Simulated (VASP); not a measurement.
**CsLaGe: relaxation of cell and atoms with PBE**

CsLaGe:

```xyz
6
Lattice="3.4728 2.0051 5.6143 -3.4728 2.0051 5.6143 0.0000 -4.0101 5.6143" Properties=species:S:1:pos:R:3 pbc="T T T"
Cs    0.0000    0.0000    8.4214
Cs    0.0000    0.0000    0.0000
La    0.0000    0.0000    5.7165
La    0.0000    0.0000   11.1263
Ge    0.0000    0.0000   13.1395
Ge    0.0000    0.0000    3.7033
```

The cell was generated, and may not be a known phase.

```yaml
Program: VASP 6.6.1
Task: relaxation of cell and atoms
Functional: PBE
Potentials_or_basis: VASP PAW PBE potentials, release 64 (Cs_sv, La, Ge_d)
Cutoff: 600 eV
k_mesh: 3 × 3 × 3
Occupations: gaussian, width 0.1 eV
Spin: no spin polarisation
Dipole_correction: no
Further_INCAR_settings: ALGO = Normal; EDIFF = 1e-06; IBRION = 2; EDIFFG = -0.04; NSW = 90; ISIF = 3
```

| Quantity | Value |
| --- | --- |
| Relaxed volume | 40.16 Å³/atom |
| Relaxed cell | a = 10.021 Å, b = 10.021 Å, c = 10.021 Å, α = 31.30°, β = 31.30°, γ = 31.30° |
| Space group after relaxing (to 0.1 Å) | R-3m (No. 166) |
| Energy gained by relaxing | 2445.5 meV/atom |
| Ionic steps | 58 |
| Pressure after relaxing | 0.0 GPa |
| Largest force after relaxing | 0.014 eV/Å |
| Band gap on the k mesh | 0.40 eV (least direct gap 0.55 eV) |

Forces on the atoms (eV/Å):
```
Cs   0.000  0.000  0.000
Cs   0.000  0.000  0.000
La   0.000  0.000 -0.011
La   0.000  0.000  0.011
Ge   0.000  0.000 -0.014
Ge   0.000  0.000  0.014
```

Stress tensor (GPa, compression positive):
```
-0.02  0.00  0.00
 0.00 -0.02  0.00
 0.00  0.00  0.10
```

The path:
```csv
step,energy change (eV),largest force (eV/Å),pressure (GPa),volume (Å³)
1,0.0000,15.7883,19.36,234.56
3,-6.6177,0.7269,-3.29,379.85
5,-8.5905,2.0894,-2.70,303.74
7,-9.0144,2.7478,-1.63,285.32
9,-9.0904,2.9587,-0.91,278.55
11,-10.5446,0.8539,-2.06,263.76
13,-10.9273,0.5520,-0.81,239.75
15,-10.9994,0.2516,0.09,228.72
17,-11.0356,0.1211,0.25,232.78
19,-11.0421,0.1597,0.15,232.04
21,-11.0737,0.2196,0.09,233.54
23,-11.2128,0.3849,-0.02,239.57
25,-11.6896,1.3541,0.24,264.36
27,-11.6477,1.7276,0.46,267.08
29,-11.6757,1.8214,0.41,268.41
31,-11.7527,2.3042,0.21,274.44
33,-11.7509,2.5448,0.19,277.12
35,-11.9988,2.4895,-0.21,279.31
37,-12.8378,2.3734,-1.60,288.39
39,-13.1192,2.4861,-2.52,296.13
41,-13.9667,1.7036,-1.70,275.44
43,-14.5346,0.3732,1.20,244.00
45,-14.6057,0.2660,-0.27,252.80
47,-14.6138,0.2168,-0.19,252.07
49,-14.6384,0.2701,0.06,248.78
51,-14.6482,0.1514,-0.08,249.09
53,-14.6670,0.1244,-0.02,244.30
55,-14.6698,0.1293,0.18,241.10
57,-14.6724,0.0474,-0.04,241.61
58,-14.6729,0.0142,0.02,240.98
```

Final structure:
```cif
data_structure
_symmetry_space_group_name_H-M 'P 1'
_symmetry_Int_Tables_number 1
_cell_length_a 10.0208
_cell_length_b 10.0208
_cell_length_c 10.0208
_cell_angle_alpha 31.296
_cell_angle_beta 31.296
_cell_angle_gamma 31.296
_cell_volume 240.98
loop_
_atom_site_label
_atom_site_type_symbol
_atom_site_fract_x
_atom_site_fract_y
_atom_site_fract_z
_atom_site_occupancy
Cs1 Cs 0.50000 0.50000 0.50000 1
Cs2 Cs 0.00000 0.00000 0.00000 1
La1 La 0.38014 0.38014 0.38014 1
La2 La 0.61986 0.61986 0.61986 1
Ge1 Ge 0.73158 0.73158 0.73158 1
Ge2 Ge 0.26842 0.26842 0.26842 1
```

Levels at points of the mesh, in eV from the valence-band top:
| k point | band 30 | band 31 | band 32 | band 33 | band 34 | band 35 | band 36 | band 37 | band 38 | band 39 |
| --- | --- | --- | --- | --- | --- | --- | --- | --- | --- | --- |
| (0.00, 0.00, 0.00) | -1.27 | -0.69 | -0.23 | -0.23 | -0.23 | 0.64 | 0.64 | 1.18 | 1.92 | 1.98 |

Run time: 46 min on 1 thread of AMD EPYC 9R45 96-Core Processor (Zen 5) (shared host), peak memory 0.5 GiB.

Caveat: a cell axis changed by over 15 % at a fixed basis, so the end point is rough; spin-orbit coupling is left out, which moves the levels of the heavy elements. A k mesh can miss the band edges.
